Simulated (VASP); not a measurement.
# Si (P6_3/mmc) in VASP: notebook, part 2 of 2

VASP 6.6.1.

## Step 3: Single point, LDA (strain -0.050 along x and y, -0.025 along z)

Contents of INCAR:

```
SYSTEM = Si
ALGO     = Normal         ! electronic algorithm
EDIFF    = 1E-7           ! SCF threshold, eV
ENCUT    = 520            ! plane-wave cutoff, eV
GGA      = CA             ! functional
ISIF     = 2              ! what is computed and relaxed
ISMEAR   = 0              ! smearing method
LASPH    = .True.         ! aspherical terms in the spheres
LCHARG   = .False.        ! write CHGCAR
LREAL    = .False.        ! projectors in reciprocal space
LWAVE    = .False.        ! write WAVECAR
NBANDS   = 11             ! bands
NELM     = 100            ! most SCF steps
PREC     = Accurate       ! precision mode
SIGMA    = 0.15           ! smearing width, eV
```

Contents of KPOINTS:

```
k-points
0
Gamma
  24 24 10
  0 0 0
```

Contents of POSCAR:

```
Si
1.0
    2.5322986339      0.0000000000      0.0000000000
   -1.2661493170      2.1930349470      0.0000000000
    0.0000000000      0.0000000000      4.3936125382
Si
2
Direct
    0.3333333333      0.6666666667      0.2500000000
    0.6666666667      0.3333333333      0.7500000000
```

Potentials or basis: VASP PAW LDA potentials, release 64 (Si).

Launch:

```
cat potpaw_LDA.64/Si/POTCAR > POTCAR
mpirun -np 1 vasp_std > vasp.out
```

Run time: 27 s. Hardware: 1 thread of Intel Xeon 6975P-C (Granite Rapids), shared host; peak memory 0.18 GiB.

Results (log left out):

* Free energy: -10.9453 eV
* Pressure: 15.5 GPa
* Band gap on the k mesh: zero (bands 4 and 5 overlap by 14.45 eV)

Stress tensor (GPa, compression positive):
```
16.83  0.00  0.00
 0.00 16.83  0.00
 0.00  0.00 12.85
```

Levels at points of the mesh, in eV from the Fermi level:
```csv
k point,band 1,band 2,band 3,band 4,band 5,band 6,band 7,band 8,band 9
"(0.00, 0.00, 0.00)",-16.07,-9.05,-8.35,10.58,10.58,10.90,11.40,11.41,11.41
"(0.50, 0.00, 0.00)",-8.84,-8.54,-2.22,-1.91,-1.39,-0.50,4.56,6.70,10.12
"(0.00, 0.00, 0.50)",-14.21,-14.21,0.12,0.12,12.07,12.07,12.07,12.07,12.97
"(0.50, 0.00, 0.50)",-7.26,-7.26,-6.48,-6.48,6.15,6.15,6.31,6.31,6.71
```

Caveat: the cell differs from its parent crystal (strain -0.050 along x and y, -0.025 along z); the cell stands under pressure.

## Step 4: Single point, LDA (strain -0.050 along x and y, +0.000 along z)

Contents of INCAR:

```
ALGO = Normal
EDIFF = 1E-6
ENCUT = 520
GGA = CA
ISIF = 2
ISMEAR = 0
LASPH = True
LCHARG = False
LREAL = False
LWAVE = False
NBANDS = 11
NELM = 80
PREC = Accurate
SIGMA = 0.15
```

Contents of KPOINTS:

```
k-points
0
Gamma
  24 24 10
```

Edit POSCAR of step 3 so:

```diff
@@ -4,3 +4,3 @@
    -1.2661493170      2.1930349470      0.0000000000
-    0.0000000000      0.0000000000      4.3936125382
+    0.0000000000      0.0000000000      4.5062692700
 Si
```

Potentials or basis: VASP PAW LDA potentials, release 64 (Si).

Launch:

```
cat potpaw_LDA.64/Si/POTCAR > POTCAR
mpirun -np 1 vasp_std > vasp.out
```

OUTCAR:

```text
EDIFF = 1E-6
   ENCUT = 520
   GGA = CA
   ISIF = 2
   ISMEAR = 0
   LASPH = True
   LREAL = False
   NELM = 80
   PREC = Accurate

 ion  position               nearest neighbor table
   1  0.333  0.667  0.250-   2 2.69   2 2.69   2 2.69   2 2.69   2 2.69   2 2.69
   2  0.667  0.333  0.750-   1 2.69   1 2.69   1 2.69   1 2.69   1 2.69   1 2.69

  LATTYP: Found a hexagonal cell.
 ALAT       =     2.5322986339
 C/A-ratio  =     1.7795173167

  Lattice vectors:

 A1 = (   2.5322986339,   0.0000000000,   0.0000000000)
 A2 = (  -1.2661493170,   2.1930349470,   0.0000000000)
 A3 = (   0.0000000000,   0.0000000000,   4.5062692700)

Analysis of symmetry for initial positions (statically):
=====================================================================
 Subroutine PRICEL returns:
 Original cell was already a primitive cell.

 Routine SETGRP: Setting up the symmetry group for a
 hexagonal supercell.

 Subroutine GETGRP returns: Found 24 space group operations
 (whereof 12 operations were pure point group operations)
 out of a pool of 24 trial point group operations.

[... 175 lines left out ...]
      2       2.8535      2.00000
      3       3.9103      2.00000
      4      22.4440      0.00000
      5      22.4579      0.00000
      6      23.0216      0.00000
      7      23.0216      0.00000
      8      23.8175      0.00000
      9      23.8175      0.00000
     10      27.4966      0.00000
     11      27.8250      0.00000
[... 309 lines left out ...]
 k-point    24 :       0.4583    0.0417    0.0000
  band No.  band energies     occupation
      1       3.1782      2.00000
      2       4.4046      2.00000
      3       9.4514      2.00000
      4      10.2182      2.00000
      5      10.8426      2.00000
      6      12.0449      1.79433
      7      16.1011      0.00000
      8      20.0349      0.00000
      9      21.4088      0.00000
     10      23.4420      0.00000
     11      25.2967      0.00000

 [... further k-points ...]

------------------------ aborting loop because EDIFF is reached ----------------------------------------

  FORCE on cell =-STRESS in cart. coord.  units (eV):
  Direction    XX          YY          ZZ          XY          YZ          ZX
  --------------------------------------------------------------------------------------
  -------------------------------------------------------------------------------------
  Total        2.1708317      2.1708317      1.2865837     -0.0000000      0.0000000      0.0000000
  in kB      138.9821827    138.9821827     82.3703698     -0.0000000      0.0000000      0.0000000
  external PRESSURE =     120.1115784 kB  Pullay stress =       0.0000000 kB

 VOLUME and BASIS-vectors are now :
 -----------------------------------------------------------------------------
  energy-cutoff  :      520.00
  volume of cell :       25.03
      direct lattice vectors                 reciprocal lattice vectors
     2.532298634  0.000000000  0.000000000     0.394898132  0.227994543  0.000000000
    -1.266149317  2.193034947  0.000000000     0.000000000  0.455989086  0.000000000
     0.000000000  0.000000000  4.506269270     0.000000000  0.000000000  0.221913059

 POSITION                                       TOTAL-FORCE (eV/Angst)
 -----------------------------------------------------------------------------------
     -0.00000      1.46202      1.12657         0.000000     -0.000000      0.000000
      1.26615      0.73101      3.37970        -0.000000      0.000000      0.000000
 -----------------------------------------------------------------------------------
    total drift:                               -0.000000      0.000000     -0.000000

  FREE ENERGIE OF THE ION-ELECTRON SYSTEM (eV)
  ---------------------------------------------------
  free  energy   TOTEN  =       -10.9850277776 eV

  energy  without entropy=      -10.9776210221  energy(sigma->0) =      -10.98132440
```

stdout:

```text
POSCAR found type information on POSCAR Si
 POSCAR found :  1 types and       2 ions
 scaLAPACK will be used
 LDA part: xc-table for (Slater(with rela. corr.)+CA(PZ))
 , standard interpolation
 POSCAR, INCAR and KPOINTS ok, starting setup
 FFT: planning ... GRIDC
 FFT: planning ... GRID_SOFT
 FFT: planning ... GRID
 WAVECAR not read
 entering main loop
```

It took 25 s on 1 thread of Intel Xeon 6975P-C (Granite Rapids), shared host; peak memory 0.18 GiB.

What came out:

```yaml
Free_energy: -10.9850 eV
Pressure: 12.0 GPa
Band_gap_on_the_k_mesh: zero (bands 4 and 5 overlap by 13.99 eV)
```

Caveat: the cell differs from its parent crystal (strain -0.050 along x and y, +0.000 along z); the cell stands under pressure.

## Step 5: Overview

```tsv
cell	gap on the mesh (eV)	pressure (GPa)
a = 2.532, b = 2.532, c = 4.281 Å, angles 90.0, 90.0, 120.0°, 2 atoms	none	19.9
a = 2.532, b = 2.532, c = 4.394 Å, angles 90.0, 90.0, 120.0°, 2 atoms	none	15.5
a = 2.532, b = 2.532, c = 4.506 Å, angles 90.0, 90.0, 120.0°, 2 atoms	none	12.0
```

Alike in all rows: task single point; level LDA; potentials or basis VASP PAW LDA potentials, release 64 (Si); no spin polarisation; k mesh 24 × 24 × 10; cutoff (eV) 520; smearing gaussian 0.15 eV.

Caveats: the cell stands under pressure.

Total energies depend on the potentials used, so only differences within one code and one set of settings carry meaning.
